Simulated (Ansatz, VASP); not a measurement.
**Os in VASP and in Ansatz**

The input INCAR:

```
PREC = Accurate
ENCUT = 520
EDIFF = 1E-7
ISMEAR = -1
SIGMA = 0.1
LREAL = F
LASPH = T
NELM = 80
ALGO = Normal
ISIF = 2
LWAVE = F
LCHARG = F
GGA = PE
NBANDS = 10
```

Contents of KPOINTS:

```
Automatic mesh
0
Gamma
  17 17 17
```

POSCAR

```
Os
1.0
    0.0000000000      1.6959354110      1.6959354110
    1.6959354110      0.0000000000      1.6959354110
    1.6959354110      1.6959354110      0.0000000000
Os
1
Direct
    0.0000000000      0.0000000000      0.0000000000
```

Input for Ansatz:

```yaml
crystal:
  lattice:
    - [0.0, 1.695935411, 1.695935411]
    - [1.695935411, 0.0, 1.695935411]
    - [1.695935411, 1.695935411, 0.0]
  atoms:
    - { symbol: Os, position: [0.0, 0.0, 0.0] }
kpoints:
  mp_grid: { grid: [17, 17, 17] }
scf:
  occupations: { method: fermi_dirac, width: 0.1 }
hamiltonian:
  xc: pbe
  pseudopotentials: { kind: all_electron, lapw: { basis_error: 0.001 } }
output:
  forces: true
  stress: true
  eigenvalues: true
  populations: true
```

Change from the starting cell: volume scaled by 0.68, LAPW.

Alike in both runs: task single point; functional PBE; k mesh 17 × 17 × 17; occupations fermi-dirac, width 0.1 eV; no spin polarisation.

```csv
,VASP,Ansatz
version,VASP 6.6.1,Ansatz 0.2.0
potentials or method,"VASP PAW PBE potentials, release 64 (Os), cutoff 520 eV","all-electron LAPW, scalar-relativistic"
```

|  | VASP | Ansatz | Ansatz less VASP |
| --- | --- | --- | --- |
| pressure (GPa) | 382.1 | 363.0 | -19.05 |

Both programs put the cell under a high pressure, so it lies far from rest at this level. Ansatz ran all-electron here, and VASP with PAW potentials.

Neither program's run includes spin-orbit coupling. Noted on VASP's run: the cell as given lies far from equilibrium.
